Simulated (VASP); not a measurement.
# Cu (P6_3/mmc) in VASP: further runs, part 2 of 2

VASP 6.6.1. Earlier steps stand in the parts before.

### 3 Single point, r2SCAN

Input file POSCAR:

```
Cu
1.0
    2.5341000000      0.0000000000      0.0000000000
   -1.2670500000      2.1945900000      0.0000000000
    0.0000000000      0.0000000000      4.1125700000
Cu
2
Direct
    0.3333333333      0.6666666667      0.2500000000
    0.6666666667      0.3333333333      0.7500000000
```

Input file INCAR.step1:

```
PREC = Accurate ; ENCUT = 660
ISMEAR = -1 ; SIGMA = 0.1
LREAL = False ; LASPH = True
NELM = 120 ; NBANDS = 18
GGA = PE ; ALGO = Normal
EDIFF = 1E-5 ; LWAVE = True
LCHARG = False ; GGA_COMPAT = False
```

Input file INCAR.step2:

```
PREC = Accurate ; ENCUT = 660
EDIFF = 1E-6 ; ISMEAR = -1
SIGMA = 0.1 ; LREAL = False
LASPH = True ; NELM = 120
ALGO = Normal ; ISIF = 2
LWAVE = False ; LCHARG = False
METAGGA = R2SCAN ; LMIXTAU = True
NBANDS = 18 ; ISTART = 1
GGA_COMPAT = False
```

Input file KPOINTS:

```
Automatic mesh
0
Gamma
  10 10 6
```

Potentials or basis: VASP PAW PBE potentials, release 64 (Cu).

Launch:

```console
$ cat potpaw_PBE.64/Cu/POTCAR > POTCAR
$ cp INCAR.step1 INCAR
$ mpirun -np 1 vasp_std > vasp.out
$ cp INCAR.step2 INCAR
$ mpirun -np 1 vasp_std > vasp.out
```

OUTCAR:

```text
PREC = Accurate
   ENCUT = 660
   EDIFF = 1E-6
   ISMEAR = -1
   LREAL = False
   LASPH = True
   NELM = 120
   ISIF = 2
   METAGGA = R2SCAN
   ISTART = 1

 ion  position               nearest neighbor table
   1  0.333  0.667  0.250-   2 2.52   2 2.52   2 2.52   2 2.52   2 2.52   2 2.52
   2  0.667  0.333  0.750-   1 2.52   1 2.52   1 2.52   1 2.52   1 2.52   1 2.52

  LATTYP: Found a hexagonal cell.
 ALAT       =     2.5341000000
 C/A-ratio  =     1.6228917564

  Lattice vectors:

 A1 = (   2.5341000000,   0.0000000000,   0.0000000000)
 A2 = (  -1.2670500000,   2.1945900000,   0.0000000000)
 A3 = (   0.0000000000,   0.0000000000,   4.1125700000)

Analysis of symmetry for initial positions (statically):
=====================================================================
 Subroutine PRICEL returns:
 Original cell was already a primitive cell.

 Routine SETGRP: Setting up the symmetry group for a
 hexagonal supercell.

 Subroutine GETGRP returns: Found 24 space group operations
 (whereof 12 operations were pure point group operations)
 out of a pool of 24 trial point group operations.

The static configuration has the point symmetry D_3d.
 The point group associated with its full space group is D_6h.

Analysis of symmetry for dynamics (positions and initial velocities):
=====================================================================
 Subroutine PRICEL returns:
 Original cell was already a primitive cell.

 Routine SETGRP: Setting up the symmetry group for a
 hexagonal supercell.

 Subroutine GETGRP returns: Found 24 space group operations
 (whereof 12 operations were pure point group operations)
 out of a pool of 24 trial point group operations.

The dynamic configuration has the point symmetry D_3d.
 The point group associated with its full space group is D_6h.

 Subroutine INISYM returns: Found 24 space group operations
[... 112 lines left out ...]
   ISMEAR =    -1;   SIGMA  =   0.10  broadening in eV -4-tet -1-fermi 0-gaus
   EFERMI_NEDOS =   21; number of points for ismear=-14 and -15
   IALGO  =     38    algorithm
   IMIX   =      4    mixing-type and parameters
     AMIX     =   0.40;   BMIX     =  1.00
     AMIX_MAG =   1.60;   BMIX_MAG =  1.00
  volume/ion in A,a.u.               =      11.44        77.17
  Fermi-wavevector in a.u.,A,eV,Ry     =   1.616041  3.053874 35.532797  2.611587
  Thomas-Fermi vector in A             =   2.710691
   LORBIT       =      0    0 simple, 1 ext, 2 COOP (PROOUT), +10 PAW based schemes
   METAGGA = R2SCAN    functional components
   LHFCALC =     F    Hartree Fock is set to
   AEXX    =    0.0000 exact exchange contribution
   IVDW    =     0    specifies the selected vdW correction
   LEPSILON=     F    determine dielectric tensor
   LRPA    =     F    only Hartree local field effects (RPA)
 non-spin polarized calculation
  energy-cutoff  :      660.00
  volume of cell :       22.87
 maximum number of plane-waves:       899
 NGX is ok and might be reduce to    24
   NGX = 11   NGY = 11   NGZ = 17

 number of electron      21.9999999 magnetization

 Free energy of the ion-electron system (eV)
  ---------------------------------------------------
  ext. energy  EPLUGINS =         0.00000000
  ---------------------------------------------------
  free energy    TOTEN  =       -21.63057879 eV

  energy without entropy =      -21.60298964  energy(sigma->0) =      -21.61678421

 E-fermi :   7.7217     XC(G=0): -13.9626

 val. band max:        7.7162216190   @ k =   0.3000  -0.0000   0.3333
 cond. band min:       7.7389172520   @ k =   0.4000   0.1000   0.3333
 fundamental gap:      0.0226956331
 Fermi energy:         7.7216511878

 k-point     1 :       0.0000    0.0000    0.0000
  band No.  band energies     occupation
      1      -2.1257      2.00000
      2       2.3838      2.00000
      3       4.5775      2.00000
      4       4.6146      2.00000
      5       4.6146      2.00000
      6       4.8420      2.00000
[... 481 lines left out ...]
      5       4.4886      2.00000
      6       4.9394      2.00000
[... 10 lines left out ...]
     17      23.0381      0.00000
     18      26.0987      0.00000

 [... further k-points ...]

------------------------ aborting loop because EDIFF is reached ----------------------------------------

  FORCE on cell =-STRESS in cart. coord.  units (eV):
  Direction    XX          YY          ZZ          XY          YZ          ZX
  --------------------------------------------------------------------------------------
  -------------------------------------------------------------------------------------
  Total        0.1201933      0.1201927      0.1708619      0.0000000      0.0000000      0.0000000
  in kB        8.4197701      8.4197319     11.9692061      0.0000000      0.0000000      0.0000000
  external PRESSURE =       9.6029027 kB  Pullay stress =       0.0000000 kB

 VOLUME and BASIS-vectors are now :
 -----------------------------------------------------------------------------
  energy-cutoff  :      660.00
  volume of cell :       22.87
      direct lattice vectors                 reciprocal lattice vectors
     2.534100000  0.000000000  0.000000000     0.394617418  0.227832989  0.000000000
    -1.267050000  2.194590000  0.000000000     0.000000000  0.455665979  0.000000000
     0.000000000  0.000000000  4.112570000     0.000000000  0.000000000  0.243156955

 POSITION                                       TOTAL-FORCE (eV/Angst)
 -----------------------------------------------------------------------------------
     -0.00000      1.46306      1.02814        -0.000000     -0.000000      0.000000
      1.26705      0.73153      3.08443         0.000000      0.000000      0.000000
 -----------------------------------------------------------------------------------
    total drift:                               -0.000000      0.000000     -0.000000

  FREE ENERGIE OF THE ION-ELECTRON SYSTEM (eV)
  ---------------------------------------------------
  free  energy   TOTEN  =       -21.6305787934 eV

  energy  without entropy=      -21.6029896363  energy(sigma->0) =      -21.61678421
```

OSZICAR.step1:

```text
N       E                     dE             d eps       ncg     rms          rms(c)
DAV:   1     0.127912973885E+03    0.12791E+03   -0.12049E+04  2208   0.262E+03
DAV:   2    -0.235141022602E+01   -0.13026E+03   -0.12343E+03  2026   0.307E+02
DAV:   3    -0.918194756098E+01   -0.68305E+01   -0.65402E+01  2214   0.941E+01
DAV:   4    -0.925505961251E+01   -0.73112E-01   -0.73054E-01  2446   0.103E+01
DAV:   5    -0.925599067230E+01   -0.93106E-03   -0.93103E-03  2590   0.100E+00    0.110E+01
DAV:   6    -0.812222362015E+01    0.11338E+01   -0.10908E+01  2174   0.980E+01    0.538E+00
DAV:   7    -0.743428839390E+01    0.68794E+00   -0.21502E+00  2196   0.401E+01    0.820E-01
DAV:   8    -0.741189825981E+01    0.22390E-01   -0.15834E-02  2438   0.155E+00    0.462E-01
DAV:   9    -0.740813455913E+01    0.37637E-02   -0.60071E-03  2372   0.226E+00    0.354E-02
DAV:  10    -0.740816034615E+01   -0.25787E-04   -0.20793E-04  3040   0.215E-01    0.538E-03
DAV:  11    -0.740816139298E+01   -0.10468E-05   -0.84607E-07  1360   0.251E-02
   1 F= -.74081614E+01 E0= -.73938777E+01  d E =-.285673E-01
```

It took 90 s on 1 thread of Intel Xeon 8259CL, shared host; peak memory 0.17 GiB.

Results:

| Quantity | Value |
| --- | --- |
| Free energy | -21.6306 eV |
| Pressure | 1.0 GPa |
| Band gap on the k mesh | zero (bands 11 and 12 overlap by 5.34 eV) |

Caveat: the PAW data sets were made with another functional, which shifts forces and pressure a little.
